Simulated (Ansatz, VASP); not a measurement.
## Ge in VASP and in Ansatz

INCAR

```
ALGO = Normal ; EDIFF = 1E-8
ENCUT = 520 ; GGA = PS
ISIF = 2 ; ISMEAR = -1
LASPH = T ; LCHARG = F
LEFG = T ; LREAL = F
LWAVE = F ; NBANDS = 21
NELM = 60 ; PREC = Accurate
SIGMA = 0.05
```

Contents of KPOINTS:

```
k-points
0
Gamma
  11 11 11
```

POSCAR

```
Ge
1.0
    0.0000000000      2.8287700000      2.7721946000
    2.8287700000      0.0000000000      2.7721946000
    2.8287700000      2.8287700000      0.0000000000
Ge
2
Direct
    0.5000000000      0.5000000000      0.5000000000
    0.7500000000      0.7500000000      0.7500000000
```

Input for Ansatz:

```yaml
crystal:
  lattice:
    - [0.0, 2.82877, 2.7721946]
    - [2.82877, 0.0, 2.7721946]
    - [2.82877, 2.82877, 0.0]
  atoms:
    - { symbol: Ge, position: [0.5, 0.5, 0.5] }
    - { symbol: Ge, position: [0.75, 0.75, 0.75] }
kpoints:
  mp_grid: { grid: [11, 11, 11] }
scf:
  occupations: { method: fermi_dirac, width: 0.05 }
hamiltonian:
  xc: pbesol
  pseudopotentials: { kind: paw }
output:
  forces: true
  stress: true
  eigenvalues: true
  efg: { contact_densities: true }
```

Change from the starting cell: zz strain of -2 %, PAW files.

Alike in both runs: task electric field gradients; functional PBEsol; k mesh 11 × 11 × 11; occupations fermi-dirac, width 0.05 eV; no spin polarisation.

|  | VASP | Ansatz |
| --- | --- | --- |
| version | VASP 6.6.1 | Ansatz 0.2.0 |
| potentials or method | VASP PAW PBE potentials, release 64 (Ge_d) | PAW with Ansatz's default frozen-core files, scalar-relativistic |
| plane-wave cutoff (eV) | 520 | 420 |
| valence electrons in the cell | 28 | 28 |

|  | VASP | Ansatz | Ansatz less VASP |
| --- | --- | --- | --- |
| pressure (GPa) | 2.1 | 2.1 | +0.08 |
| traceless stress, the component that is largest in VASP (GPa) | 0.94 | 0.93 | -0.008 |
| size of Vzz on the site where it differs most (V/Å²) | 0.8 | 1.1 | +0.30 |

VASP's potentials were made for PBE, not for PBEsol.
